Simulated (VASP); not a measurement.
Wanted: the native input for a VASP 6.6.1 run.

```yaml
Task: single point
Functional: PBE
Potentials_or_basis: VASP PAW PBE potentials, release 64 (Na_pv, H)
Cutoff: 520 eV
k_mesh: 3 × 3 × 3
Occupations: gaussian, width 0.1 eV
Spin: no spin polarisation
Dipole_correction: no
Further_INCAR_settings: LREAL = Auto; ALGO = Normal; EDIFF = 1e-07; NBANDS = 42
```

The structure of Na7H8 (a cell with a defect) lies in POSCAR:

```
Na7H8
1.0
    0.0000000000      4.8892300000      4.8892300000
    4.8892300000      0.0000000000      4.8892300000
    4.8892300000      4.8892300000      0.0000000000
Na H
7 8
Direct
   -0.0011892466      0.0005916064     -0.0012694228
   -0.0009520927      0.0009081185      0.4985044680
   -0.0011878149      0.5009254013     -0.0015032019
   -0.0015026906      0.5007716962      0.4992113278
    0.4992933448      0.0012680933     -0.0017411740
    0.4990217273      1.0000652454     -0.5005039648
    0.4988564662      0.5009079139      0.4978561041
    0.2342953798      0.2354072114      0.2640059887
    0.2491466959      0.2507792638      0.7485457833
    0.2338335484      0.7661711558      0.2633615109
    0.2342485422      0.7657218008      0.7332082966
    0.7639094500      0.2356364908      0.2639299031
    0.7644080970      0.2358688382      0.7332737466
    0.7490910634      0.7508864382      0.2486059155
    0.7640241919      0.7661130689      0.7336568335
```

One way to write it, as run:

INCAR

```
PREC     = Accurate       # precision mode
ENCUT    = 520            # plane-wave cutoff, eV
EDIFF    = 1E-7           # SCF threshold, eV
ISMEAR   = 0              # smearing method
SIGMA    = 0.1            # smearing width, eV
LREAL    = Auto         
LASPH    = True           # aspherical terms in the spheres
NELM     = 80             # most SCF steps
ALGO     = Normal         # electronic algorithm
ISIF     = 2              # what is computed and relaxed
LWAVE    = False          # write WAVECAR
LCHARG   = False          # write CHGCAR
GGA      = PE             # functional
NBANDS   = 42             # bands
```

KPOINTS

```
Automatic mesh
0
Gamma
  3 3 3
```

Potentials or basis: VASP PAW PBE potentials, release 64 (Na_pv, H).

Command:

```bash
$ cat potpaw_PBE.64/Na_pv/POTCAR potpaw_PBE.64/H/POTCAR > POTCAR
$ mpirun -np 1 vasp_std > vasp.out
```

Results of the run:

| Quantity | Value |
| --- | --- |
| Pressure | -0.8 GPa |
| Largest force | 0.005 eV/Å |

Caveat: the k points lie up to 0.37 Å⁻¹ apart.

Wall time 3.5 min on 1 thread of AMD EPYC 9R45 96-Core Processor (Zen 5), on a shared host, peak memory 0.37 GiB.
